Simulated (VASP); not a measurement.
Write the native input for VASP 6.6.1 that does the following.

```yaml
Task: single point
Functional: LDA
Potentials_or_basis: VASP PAW LDA potentials, release 64 (Si, Te)
Cutoff: 500 eV
k_mesh: 6 × 6 × 5
Occupations: fermi-dirac, width 0.05 eV
Spin: non-collinear spin, zero start, spin-orbit coupling
Starting_moments: "[[0.0, 0.0, 0.0], [0.0, 0.0, 0.0]] μB"
Dipole_correction: no
Further_INCAR_settings: ALGO = Normal; EDIFF = 1e-06; NBANDS = 22
```

The structure of SiTe lies in POSCAR:

```
SiTe
1.0
    3.7143358800      0.0000000000      0.0000000000
   -1.8571679400      3.2167092300      0.0000000000
    0.0000000000      0.0000000000      4.9763725600
Si Te
1 1
Direct
    0.0000000000      0.0000000000      0.5000000000
    0.0000000000      0.0000000000      0.0000000000
```

These files were run (other wordings do the same):

INCAR

```
SYSTEM = SiTe
PREC = Accurate ; ENCUT = 500
EDIFF = 1E-6 ; ISMEAR = -1
SIGMA = 0.05 ; LREAL = .False.
LASPH = .True. ; NELM = 200
ALGO = Normal ; ISIF = 2
LWAVE = .False. ; LCHARG = .False.
LNONCOLLINEAR = .True. ; MAGMOM = 0 0 0 0 0 0
LORBIT = 11 ; LSORBIT = .True.
GGA_COMPAT = .False. ; LORBMOM = .True.
NBANDS = 22
```

KPOINTS

```
regular mesh
0
Gamma
  6 6 5
  0 0 0
```

Potentials or basis: VASP PAW LDA potentials, release 64 (Si, Te).

Command:

```bash
$ cat potpaw_LDA.64/Si/POTCAR potpaw_LDA.64/Te/POTCAR > POTCAR
$ mpirun -np 1 vasp_ncl > vasp.out
```

Results of the run:

The pressure is -1.7 GPa, the net moment is 0.00 μB per cell and the valence electrons inside the program's atomic spheres are Si 1.54; Te 3.39.

It took 52 s on 1 thread of Intel(R) Xeon(R) Platinum 8259CL CPU @ 2.50GHz (Skylake/Cascade Lake), with other jobs on the host, peak memory 0.24 GiB.
